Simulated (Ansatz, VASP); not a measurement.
**Two plane-wave programs on Ta**

```
CELL_PARAMETERS angstrom
-1.65128 1.65128 1.65128
1.65128 -1.65128 1.65128
1.65128 1.65128 -1.65128
ATOMIC_POSITIONS crystal
Ta 0.00000 0.00000 0.00000
```

Alike in both runs: task single point; functional PBE; k mesh 18 × 18 × 18; occupations gaussian, width 0.1 eV; no spin polarisation.

|  | VASP | Ansatz |
| --- | --- | --- |
| version | VASP 6.6.1 | Ansatz 0.2.0 |
| potentials or method | VASP PAW PBE potentials, release 64 (Ta_pv), cutoff 520 eV | scalar-relativistic, plane waves, PAW |
| valence electrons in the cell | 11 | 13 |

|  | VASP | Ansatz | Ansatz less VASP |
| --- | --- | --- | --- |
| gap on the k mesh at the Fermi level (eV) | none | none | - |
| pressure (GPa) | 3.0 | 2.9 | -0.12 |

A gap of «none» marks a metal or a gap that the smearing closes. VASP's potentials hold 11 valence electrons a cell and Ansatz's 13, so a difference there can come from the potentials and not from the codes.

Neither program's run includes spin-orbit coupling.
